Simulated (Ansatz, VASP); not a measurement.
**Two plane-wave programs on Ni3Ge**

```
CELL_PARAMETERS angstrom
3.41917 0.00000 0.00000
0.00000 3.41917 0.00000
0.00000 0.00000 3.52491
ATOMIC_POSITIONS crystal
Ni 0.50000 0.00000 0.50000
Ni 0.00000 0.50000 0.50000
Ni 0.50000 0.50000 0.00000
Ge 0.00000 0.00000 0.00000
```

Change from the starting cell: strain -0.030 along x and y, +0.000 along z, atoms carried along.

Alike in both runs: task single point; functional PBEsol; k mesh 14 × 14 × 14; occupations gaussian, width 0.15 eV; no spin polarisation.

```csv
,VASP,Ansatz
version,VASP 6.6.1,Ansatz 0.2.0
potentials or method,"VASP PAW PBE potentials, release 64 (Ni, Ge_d), cutoff 520 eV","scalar-relativistic, plane waves, PAW"
valence electrons in the cell,44,68
```

Ansatz gave:

| Item | Value |
| --- | --- |
| gap on the k mesh at the Fermi level (eV) | none |
| pressure (GPa) | 15.6 |
| traceless stress, the component that is largest in VASP (GPa) | -3.84 |

Task: Which values does VASP return?

Result: gap on the k mesh at the Fermi level (eV): none; pressure (GPa): 15.7; traceless stress, the component that is largest in VASP (GPa): -3.79.

VASP's potentials were made for PBE, not for PBEsol. A gap of «none» marks a metal or a gap that the smearing closes. VASP's potentials hold 44 valence electrons a cell and Ansatz's 68, so a difference there can come from the potentials and not from the codes.
